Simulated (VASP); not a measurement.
Here is a VASP 6.6.1 calculation.

File INCAR:

```
SYSTEM = Ge
PREC     = Accurate       ! precision mode
ENCUT    = 520            ! plane-wave cutoff, eV
EDIFF    = 1E-6           ! SCF threshold, eV
ISMEAR   = 0              ! smearing method
SIGMA    = 0.15           ! smearing width, eV
LREAL    = .False.        ! projectors in reciprocal space
LASPH    = .True.         ! aspherical terms in the spheres
NELM     = 100            ! most SCF steps
ALGO     = Normal         ! electronic algorithm
ISIF     = 2              ! what is computed and relaxed
LWAVE    = .False.        ! write WAVECAR
LCHARG   = .True.         ! write CHGCAR
GGA      = PS             ! functional
LELF     = .True.         ! ELF
LVHAR    = .True.       
NBANDS   = 21             ! bands
```

KPOINTS

```
regular mesh
0
Gamma
  14 14 14
  0 0 0
```

File POSCAR:

```
Ge
1.0
    0.0000000000      2.8994892500      2.8994892500
    2.8994892500      0.0000000000      2.8994892500
    2.8994892500      2.8994892500      0.0000000000
Ge
2
Direct
    0.5000000000      0.5000000000      0.5000000000
    0.7500000000      0.7500000000      0.7500000000
```

Potentials or basis: VASP PAW PBE potentials, release 64 (Ge_d).

Run with:

```sh
$ cat potpaw_PBE.64/Ge_d/POTCAR > POTCAR
$ mpirun -np 1 vasp_std > vasp.out
```

**Question.** Predict the band gap on the k mesh.

**Answer.** Zero (band 14 reaches 4.17 eV, above the bottom of band 15 at 4.08 eV).

**Question.** Estimate the pressure.

**Answer.** -3.8 GPa.

Caveat: the cell differs from its parent crystal (strain +0.025 along x and y, +0.025 along z); the PAW data sets were made with another functional, which shifts forces and pressure a little.
